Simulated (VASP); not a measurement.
# Pb (Fm-3m) in VASP: further runs, part 2 of 2

VASP 6.6.1. Earlier steps stand in the parts before.

### Step 3. Single point, PBE, non-collinear spin, zero start, spin-orbit coupling

Input file INCAR:

```
SYSTEM = Pb
PREC = Accurate ; ENCUT = 520
EDIFF = 1E-6 ; ISMEAR = -1
SIGMA = 0.15 ; LREAL = .False.
LASPH = .True. ; NELM = 150
ALGO = Normal ; ISIF = 2
LWAVE = .False. ; LCHARG = .False.
LNONCOLLINEAR = .True. ; MAGMOM = 0 0 0
LORBIT = 11 ; LSORBIT = .True.
GGA_COMPAT = .False. ; LORBMOM = .True.
GGA = PE ; NBANDS = 25
```

Input file KPOINTS:

```
Automatic mesh
0
Gamma
  4 4 4
  0 0 0
```

Input file POSCAR:

```
Pb
1.0
    0.0000000000      2.5198000000      2.5198000000
    2.5198000000      0.0000000000      2.5198000000
    2.5198000000      2.5198000000      0.0000000000
Pb
1
Direct
    0.0000000000      0.0000000000      0.0000000000
```

Potentials or basis: VASP PAW PBE potentials, release 64 (Pb_d).

Launch:

```bash
$ cat potpaw_PBE.64/Pb_d/POTCAR > POTCAR
$ mpirun -np 1 vasp_ncl > vasp.out
```

OUTCAR:

```text
SYSTEM = Pb
   PREC = Accurate
   ENCUT = 520
   EDIFF = 1E-6
   ISMEAR = -1
   LREAL = .False.
   LASPH = .True.
   NELM = 150
   ISIF = 2
   LNONCOLLINEAR = .True.
   LORBIT = 11
   LSORBIT = .True.
   GGA = PE

 ion  position               nearest neighbor table
   1  0.000  0.000  0.000-

  LATTYP: Found a face centered cubic cell.
 ALAT       =     5.0396000000

  Lattice vectors:

 A1 = (   0.0000000000,   2.5198000000,   2.5198000000)
 A2 = (   2.5198000000,   0.0000000000,   2.5198000000)
 A3 = (   2.5198000000,   2.5198000000,   0.0000000000)

Analysis of symmetry for initial positions (statically):
=====================================================================
 Subroutine PRICEL returns:
 Original cell was already a primitive cell.

 Routine SETGRP: Setting up the symmetry group for a
 face centered cubic supercell.

 Subroutine GETGRP returns: Found 48 space group operations
 (whereof 48 operations were pure point group operations)
 out of a pool of 48 trial point group operations.

The static configuration has the point symmetry O_h .

Analysis of symmetry for dynamics (positions and initial velocities):
=====================================================================
 Subroutine PRICEL returns:
 Original cell was already a primitive cell.

 Routine SETGRP: Setting up the symmetry group for a
 face centered cubic supercell.

 Subroutine GETGRP returns: Found 48 space group operations
 (whereof 48 operations were pure point group operations)
 out of a pool of 48 trial point group operations.

The dynamic configuration has the point symmetry O_h .

Analysis of structural, dynamic, and magnetic symmetry:
=====================================================================
 Subroutine PRICEL returns:
 Original cell was already a primitive cell.

[... 374 lines left out ...]
  Total        0.0967856      0.0967856      0.0967856      0.0000000      0.0000000      0.0000000
  in kB        4.8461065      4.8461065      4.8461065      0.0000000      0.0000000      0.0000000
  external PRESSURE =       4.8461065 kB  Pullay stress =       0.0000000 kB

 VOLUME and BASIS-vectors are now :
 -----------------------------------------------------------------------------
  energy-cutoff  :      520.00
  volume of cell :       32.00
      direct lattice vectors                 reciprocal lattice vectors
     0.000000000  2.519800000  2.519800000    -0.198428447  0.198428447  0.198428447
     2.519800000  0.000000000  2.519800000     0.198428447 -0.198428447  0.198428447
     2.519800000  2.519800000  0.000000000     0.198428447  0.198428447 -0.198428447

 POSITION                                       TOTAL-FORCE (eV/Angst)
 -----------------------------------------------------------------------------------
      0.00000      0.00000      0.00000         0.000000      0.000000      0.000000
 -----------------------------------------------------------------------------------
    total drift:                               -0.000000      0.000000     -0.000000

  FREE ENERGIE OF THE ION-ELECTRON SYSTEM (eV)
  ---------------------------------------------------
  free  energy   TOTEN  =        -3.9636516650 eV

  energy  without entropy=       -3.8730163283  energy(sigma->0) =       -3.91833400

 orbital moment (x)

 # of ion     p       d       tot
 ----------------------------------------
  1         0.000  -0.000  -0.000
 ----------------------------------------
            0.000  -0.000  -0.000

 orbital moment (y)

 # of ion     p       d       tot
 ----------------------------------------
  1         0.000  -0.000  -0.000
 ----------------------------------------
            0.000  -0.000  -0.000

 orbital moment (z)

 # of ion     p       d       tot
 ----------------------------------------
  1         0.000   0.000   0.000
 ----------------------------------------
            0.000   0.000   0.000

 Spin-Orbit-Coupling matrix elements

 Ion:    1  E_soc:     -1.1147368
 l=   1
     0.0000000    -0.1186277    -0.1186277
    -0.1186277     0.0000000    -0.1186277
    -0.1186277    -0.1186277     0.0000000
 l=   2
     0.0000000    -0.0135562     0.0000000    -0.0135562    -0.0536056
    -0.0135562     0.0000000    -0.0402042    -0.0135562    -0.0134014
     0.0000000    -0.0402042     0.0000000    -0.0402042     0.0000000
    -0.0135562    -0.0135562    -0.0402042     0.0000000    -0.0134014
    -0.0536056    -0.0134014     0.0000000    -0.0134014     0.0000000
 l=   3
     0.0000000     0.0000000     0.0000000     0.0000000     0.0000000     0.0000000     0.0000000
     0.0000000     0.0000000     0.0000000     0.0000000     0.0000000     0.0000000     0.0000000
     0.0000000     0.0000000     0.0000000     0.0000000     0.0000000     0.0000000     0.0000000
     0.0000000     0.0000000     0.0000000     0.0000000     0.0000000     0.0000000     0.0000000
     0.0000000     0.0000000     0.0000000     0.0000000     0.0000000     0.0000000     0.0000000
     0.0000000     0.0000000     0.0000000     0.0000000     0.0000000     0.0000000     0.0000000
     0.0000000     0.0000000     0.0000000     0.0000000     0.0000000     0.0000000     0.0000000

 total charge

# of ion       s       p       d       tot
------------------------------------------
    1        1.392   0.738   9.811  11.941

 magnetization (x)

# of ion       s       p       d       tot
------------------------------------------
    1        0.000   0.000   0.000   0.000

 magnetization (y)

# of ion       s       p       d       tot
------------------------------------------
    1        0.000  -0.000   0.000   0.000

 magnetization (z)

# of ion       s       p       d       tot
------------------------------------------
    1        0.000  -0.000   0.000   0.000
```

Run time: 14 s. Hardware: 1 thread of AMD EPYC 7R43 (Zen 3), shared host; peak memory 0.19 GiB.

Results:

```yaml
Free_energy: -3.9637 eV
Pressure: 0.5 GPa
Net_moment: 0.00 μB per cell
Valence_electrons_inside_the_program's_atomic_spheres: Pb 11.94
```

Moments on the atoms (μB; x, y, z):
```
Pb  0.00 0.00 0.00
```

Caveat: the k points lie up to 0.54 Å⁻¹ apart.
